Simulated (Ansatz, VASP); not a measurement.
Two plane-wave programs on Nb3CdB

File INCAR:

```
SYSTEM = Nb3CdB
PREC     = Accurate       ! precision mode
ENCUT    = 600            ! plane-wave cutoff, eV
EDIFF    = 1E-6           ! SCF threshold, eV
ISMEAR   = 0              ! smearing method
SIGMA    = 0.1            ! smearing width, eV
LREAL    = .FALSE.        ! projectors in reciprocal space
LASPH    = .TRUE.         ! aspherical terms in the spheres
NELM     = 100            ! most SCF steps
ALGO     = Normal         ! electronic algorithm
ISIF     = 3              ! what is computed and relaxed
LWAVE    = .FALSE.        ! write WAVECAR
LCHARG   = .FALSE.        ! write CHGCAR
GGA      = PE             ! functional
IBRION   = 2              ! ionic algorithm
NSW      = 90             ! ionic steps
EDIFFG   = -0.04          ! ionic threshold
```

KPOINTS

```
regular mesh
0
G
  4 4 4
  0 0 0
```

The input POSCAR:

```
Nb3CdB
1.0
    4.4096799700      0.0000000000      0.0000000000
    0.0000000000      4.4096799700      0.0000000000
    0.0000000000      0.0000000000      4.4096799700
Nb Cd B
3 1 1
Direct
    0.0000000000      0.5000000000      0.5000000000
    0.5000000000      0.0000000000      0.5000000000
    0.5000000000      0.5000000000      0.0000000000
    0.5000000000      0.5000000000      0.5000000000
    0.0000000000      0.0000000000      0.0000000000
```

Input for Ansatz:

```yaml
crystal:
  lattice:
    - [4.40967997, 0.0, 0.0]
    - [0.0, 4.40967997, 0.0]
    - [0.0, 0.0, 4.40967997]
  atoms:
    - { symbol: Nb, position: [0.0, 0.5, 0.5] }
    - { symbol: Nb, position: [0.5, 0.0, 0.5] }
    - { symbol: Nb, position: [0.5, 0.5, 0.0] }
    - { symbol: Cd, position: [0.5, 0.5, 0.5] }
    - { symbol: B, position: [0.0, 0.0, 0.0] }
basis:
  ecutwfc: 420
kpoints:
  mp_grid: { grid: [4, 4, 4] }
hamiltonian:
  xc: pbe
scf:
  occupations: { method: gaussian, width: 0.1 }
  lower_state_search: "off"
output:
  forces: true
  stress: true
  eigenvalues: true
relax:
  adjacent_minimum: "off"
  f_tol: 0.04
  max_steps: 70
  cell: { stress_tol: 0.4 }
```

Alike in both runs: task relaxation of cell and atoms; functional PBE; k mesh 4 × 4 × 4; occupations gaussian, width 0.1 eV; no spin polarisation.

```csv
,VASP,Ansatz
version,VASP 6.6.1,Ansatz 0.2.0
potentials or method,"VASP PAW PBE potentials, release 64 (Nb_sv, Cd, B), cutoff 600 eV","scalar-relativistic, plane waves, PAW"
valence electrons in the cell,54,62
```

|  | VASP | Ansatz | Ansatz less VASP |
| --- | --- | --- | --- |
| gap on the k mesh at the Fermi level, each at its own relaxed structure (eV) | none | none | - |
| relaxed volume (Å³/atom) | 23.86 | 23.75 | -0.116 |
| relaxed length of the cell vector where the two differ most in proportion (Å) | 4.923 | 4.915 | -0.0080 |

A gap of «none» marks a metal or a gap that the smearing closes. VASP's potentials hold 54 valence electrons a cell and Ansatz's 62, so a difference there can come from the potentials and not from the codes.

Noted on VASP's run: the volume moved by over 15 % at a fixed basis, so the end points are rough.
